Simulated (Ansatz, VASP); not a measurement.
## CuO: VASP beside Ansatz

```
Cu O
1.0
     1.99097   -2.15355    0.00000
     1.99097    2.15355    0.00000
     0.00000    0.00000    5.15593
Cu O
2 2
Direct
  0.00000 0.50000 0.00000
  0.50000 0.00000 0.50000
  0.50000 0.50000 0.25000
  0.50000 0.50000 0.75000
```

Alike in both runs: task single point; functional PBEsol; k mesh 16 × 16 × 10; occupations gaussian, width 0.1 eV; no spin polarisation.

|  | VASP | Ansatz |
| --- | --- | --- |
| version | VASP 6.6.1 | Ansatz 0.2.0 |
| potentials or method | VASP PAW PBE potentials, release 64 (Cu, O), cutoff 520 eV | scalar-relativistic, plane waves, PAW |
| valence electrons in the cell | 34 | 50 |

Ansatz gave:

* gap on the k mesh at the Fermi level (eV): none
* pressure (GPa): -6.1
* traceless stress, the component that is largest in VASP (GPa): 1.57

Q: What did VASP give for the same quantities?

A: gap on the k mesh at the Fermi level (eV): none; pressure (GPa): -5.4; traceless stress, the component that is largest in VASP (GPa): 1.35.

VASP's potentials were made for PBE, not for PBEsol. A gap of «none» marks a metal or a gap that the smearing closes. With one functional, cell and mesh, what is left measures potentials, basis and numerics. VASP's potentials hold 34 valence electrons a cell and Ansatz's 50, so a difference there can come from the potentials and not from the codes.
